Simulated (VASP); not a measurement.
Input of a VASP 6.6.1 run:

The input INCAR:

```
PREC = Accurate
ENCUT = 600
EDIFF = 1E-6
ISMEAR = 0
SIGMA = 0.05
LREAL = False
LASPH = True
NELM = 200
ALGO = Normal
ISIF = 2
LWAVE = False
LCHARG = True
ISPIN = 2
MAGMOM = 0 0 0 0
LORBIT = 11
NUPDOWN = 0.0
LMAXMIX = 4
GGA = PS
LELF = True
LVHAR = True
NBANDS = 26
GGA_COMPAT = False
```

File KPOINTS:

```
regular mesh
0
Gamma
  9 9 9
```

The input POSCAR:

```
FeO
1.0
    1.5176821100      0.8762341800      2.5157945800
   -1.5176821100     -0.8762341700      5.0315891600
    0.0000000000     -3.5049367000      5.0315891600
Fe O
2 2
Direct
    0.0000000000      0.0000000000      0.0000000000
    0.0000000000      0.0000000000      0.5000000000
    0.5000000000      0.5000000000      0.0000000000
    0.5000000000      0.5000000000      0.5000000000
```

Potentials or basis: VASP PAW PBE potentials, release 64 (Fe, O).

Command:

```sh
$ cat potpaw_PBE.64/Fe/POTCAR potpaw_PBE.64/O/POTCAR > POTCAR
$ mpirun -np 1 vasp_std > vasp.out
```

(1) What does it give for the pressure?

Answers

(1) -34.3 GPa.

Caveat: the cell stands under tension; the PAW data sets were made with another functional, which shifts forces and pressure a little; the total moment is fixed, so each spin has its own Fermi level.
